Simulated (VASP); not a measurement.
Here is a VASP 6.6.1 calculation.

Contents of INCAR:

```
PREC     = Accurate       # precision mode
ENCUT    = 520            # plane-wave cutoff, eV
EDIFF    = 1E-8           # SCF threshold, eV
ISMEAR   = -1             # smearing method
SIGMA    = 0.05           # smearing width, eV
LREAL    = False          # projectors in reciprocal space
LASPH    = True           # aspherical terms in the spheres
NELM     = 60             # most SCF steps
ALGO     = Normal         # electronic algorithm
ISIF     = 2              # what is computed and relaxed
LWAVE    = False          # write WAVECAR
LCHARG   = False          # write CHGCAR
GGA      = PE             # functional
LEFG     = True         
NBANDS   = 15             # bands
```

Contents of KPOINTS:

```
Automatic mesh
0
Gamma
  15 15 9
```

File POSCAR:

```
Os
1.0
    2.7566968678      0.0000000000      0.0000000000
   -1.3783484340      2.3873695181      0.0000000000
    0.0000000000      0.0000000000      4.3554016190
Os
2
Direct
    0.3333333333      0.6666666667      0.2500000000
    0.6666666667      0.3333333333      0.7500000000
```

Potentials or basis: VASP PAW PBE potentials, release 64 (Os).

Run with:

```bash
$ cat potpaw_PBE.64/Os/POTCAR > POTCAR
$ mpirun -np 1 vasp_std > vasp.out
```

Question: Estimate the band gap on the k mesh.

Answer: Zero (bands 8 and 9 overlap by 3.67 eV).

Question: What does it give for the pressure?

Answer: -1.8 GPa.

Electric field gradients, principal values (V/Å²):
```tsv
atom	least	middle	greatest (by size)
1 Os	37.875	37.875	-75.749
2 Os	37.875	37.875	-75.749
```

Caveat: without QUAD_EFG the Cq values of the log hold for a quadrupole moment of 1 mb, not for the nuclei; spin-orbit coupling is left out, which moves the levels of the heavy elements.
